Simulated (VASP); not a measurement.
Write the native input for VASP 6.6.1 that does the following.

```yaml
Task: single point
Functional: r2SCAN
Potentials_or_basis: VASP PAW PBE potentials, release 64 (Pb_d, Se)
Cutoff: 520 eV
k_mesh: 6 × 6 × 6
Occupations: gaussian, width 0.01 eV
Spin: no spin polarisation
Dipole_correction: no
Further_INCAR_settings: ALGO = Normal; EDIFF = 1e-07; NBANDS = 17
```

The system is PbSe.

```
Pb Se
1.0
     0.00000    3.08870    3.08870
     3.08870    0.00000    3.08870
     3.08870    3.08870    0.00000
Pb Se
1 1
Direct
  0.00000 0.00000 0.00000
  0.50000 0.50000 0.50000
```

One way to write it, as run:

POSCAR

```
PbSe
1.0
    0.0000000000      3.0887022211      3.0887022211
    3.0887022211      0.0000000000      3.0887022211
    3.0887022211      3.0887022211      0.0000000000
Pb Se
1 1
Direct
    0.0000000000      0.0000000000      0.0000000000
    0.5000000000      0.5000000000      0.5000000000
```

INCAR.step1

```
PREC     = Accurate       # precision mode
ENCUT    = 520            # plane-wave cutoff, eV
ISMEAR   = 0              # smearing method
SIGMA    = 0.01           # smearing width, eV
LREAL    = F              # projectors in reciprocal space
LASPH    = T              # aspherical terms in the spheres
NELM     = 80             # most SCF steps
NBANDS   = 17             # bands
GGA      = PE             # functional
ALGO     = Normal         # electronic algorithm
EDIFF    = 1E-4           # SCF threshold, eV
LWAVE    = T              # write WAVECAR
LCHARG   = F              # write CHGCAR
```

INCAR.step2

```
PREC     = Accurate       # precision mode
ENCUT    = 520            # plane-wave cutoff, eV
EDIFF    = 1E-7           # SCF threshold, eV
ISMEAR   = 0              # smearing method
SIGMA    = 0.01           # smearing width, eV
LREAL    = F              # projectors in reciprocal space
LASPH    = T              # aspherical terms in the spheres
NELM     = 80             # most SCF steps
ALGO     = Normal         # electronic algorithm
ISIF     = 2              # what is computed and relaxed
LWAVE    = F              # write WAVECAR
LCHARG   = T              # write CHGCAR
METAGGA  = R2SCAN         # meta-GGA
LMIXTAU  = T            
LELF     = T              # ELF
LVHAR    = T            
NBANDS   = 17             # bands
ISTART   = 1
```

KPOINTS

```
Automatic mesh
0
Gamma
  6 6 6
```

Potentials or basis: VASP PAW PBE potentials, release 64 (Pb_d, Se).

The run is started by

```bash
$ cat potpaw_PBE.64/Pb_d/POTCAR potpaw_PBE.64/Se/POTCAR > POTCAR
$ cp INCAR.step1 INCAR
$ mpirun -np 1 vasp_std > vasp.out
$ cp INCAR.step2 INCAR
$ mpirun -np 1 vasp_std > vasp.out
```

It gave:

| Quantity | Value |
| --- | --- |
| Pressure | 0.0 GPa |
| Band gap on the k mesh | 0.67 eV, direct |

Caveat: the PAW data sets were made with another functional, which shifts forces and pressure a little; spin-orbit coupling is left out, which moves the levels of the heavy elements.

Wall time 39 s on 1 thread of AMD EPYC 9R45 96-Core Processor (Zen 5), on a shared host, peak memory 0.16 GiB.
